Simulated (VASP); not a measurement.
Input of a VASP 6.6.1 run:

Contents of INCAR:

```
SYSTEM = Nb
PREC = Accurate
ENCUT = 600
EDIFF = 1E-6
ISMEAR = -1
SIGMA = 0.05
LREAL = .False.
LASPH = .True.
NELM = 80
ALGO = Normal
ISIF = 3
LWAVE = .False.
LCHARG = .False.
GGA = PS
IBRION = 2
NSW = 80
EDIFFG = -0.03
```

KPOINTS

```
regular mesh
0
Gamma
  9 9 9
  0 0 0
```

POSCAR

```
Nb
1.0
    0.0000000000      2.1150000000      2.1150000000
    2.1150000000      0.0000000000      2.1150000000
    2.1150000000      2.1150000000      0.0000000000
Nb
1
Direct
    0.0000000000      0.0000000000      0.0000000000
```

Potentials or basis: VASP PAW PBE potentials, release 64 (Nb_sv).

The run is started by

```console
$ cat potpaw_PBE.64/Nb_sv/POTCAR > POTCAR
$ mpirun -np 1 vasp_std > vasp.out
```

**Question.** Estimate the relaxed volume.

**Answer.** 18.25 Å³/atom.

**Question.** What does it give for the relaxed cell?

**Answer.** a = 2.955 Å, b = 2.955 Å, c = 2.955 Å, α = 60.00°, β = 60.00°, γ = 60.00°.

The path:
```
step  energy change (eV)  largest force (eV/Å)  pressure (GPa)  volume (Å³)
   1              0.0000                0.0000           -6.11        18.92
   2              0.0351                0.0000           13.28        17.01
   3             -0.0134                0.0000           -0.19        18.25
```

Caveat: the PAW data sets were made with another functional, which shifts forces and pressure a little.
